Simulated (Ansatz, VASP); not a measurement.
Two plane-wave programs on Mg

Contents of INCAR:

```
PREC     = Accurate       # precision mode
ENCUT    = 520            # plane-wave cutoff, eV
EDIFF    = 1E-7           # SCF threshold, eV
ISMEAR   = 0              # smearing method
SIGMA    = 0.15           # smearing width, eV
LREAL    = F              # projectors in reciprocal space
LASPH    = T              # aspherical terms in the spheres
NELM     = 100            # most SCF steps
ALGO     = Fast           # electronic algorithm
ISIF     = 2              # what is computed and relaxed
LWAVE    = F              # write WAVECAR
LCHARG   = F              # write CHGCAR
GGA      = PS             # functional
NBANDS   = 9              # bands
```

File KPOINTS:

```
Automatic mesh
0
Gamma
  18 18 10
```

File POSCAR:

```
Mg
1.0
    3.2092715325      0.0000000000      0.0000000000
   -1.6046357662      2.7793106748      0.0000000000
    0.0000000000      0.0000000000      5.2103300000
Mg
2
Direct
    0.1822686396      0.5047560159      0.2500000000
    0.6666666667      0.3333333333      0.7500000000
```

Input for Ansatz:

```yaml
crystal:
  lattice:
    - [3.2092715325, 0.0, 0.0]
    - [-1.6046357662, 2.7793106748, 0.0]
    - [0.0, 0.0, 5.21033]
  atoms:
    - { symbol: Mg, position: [0.1822686396, 0.5047560159, 0.25] }
    - { symbol: Mg, position: [0.6666666667, 0.3333333333, 0.75] }
basis:
  ecutwfc: 420
kpoints:
  mp_grid: { grid: [18, 18, 10] }
hamiltonian:
  xc: pbesol
scf:
  occupations: { method: gaussian, width: 0.15 }
output:
  forces: true
  stress: true
  eigenvalues: true
```

Alike in both runs: task single point; functional PBEsol; k mesh 18 × 18 × 10; occupations gaussian, width 0.15 eV; no spin polarisation.

|  | VASP | Ansatz |
| --- | --- | --- |
| version | VASP 6.6.1 | Ansatz 0.2.0 |
| potentials or method | VASP PAW PBE potentials, release 64 (Mg), cutoff 520 eV | scalar-relativistic, plane waves, PAW |
| valence electrons in the cell | 4 | 20 |

|  | VASP | Ansatz | Ansatz less VASP |
| --- | --- | --- | --- |
| gap on the k mesh at the Fermi level (eV) | none | none | - |
| pressure (GPa) | -0.7 | -0.6 | +0.05 |
| traceless stress, the component that is largest in VASP (GPa) | -1.60 | -1.59 | +0.010 |
| rms of the force components (eV/Å) | 0.179 | 0.178 | -0.0010 |

VASP's potentials were made for PBE, not for PBEsol. Atom by atom the forces differ by 0.001 eV/Å (rms over components). A gap of «none» marks a metal or a gap that the smearing closes. VASP's potentials hold 4 valence electrons a cell and Ansatz's 20, so a difference there can come from the potentials and not from the codes.
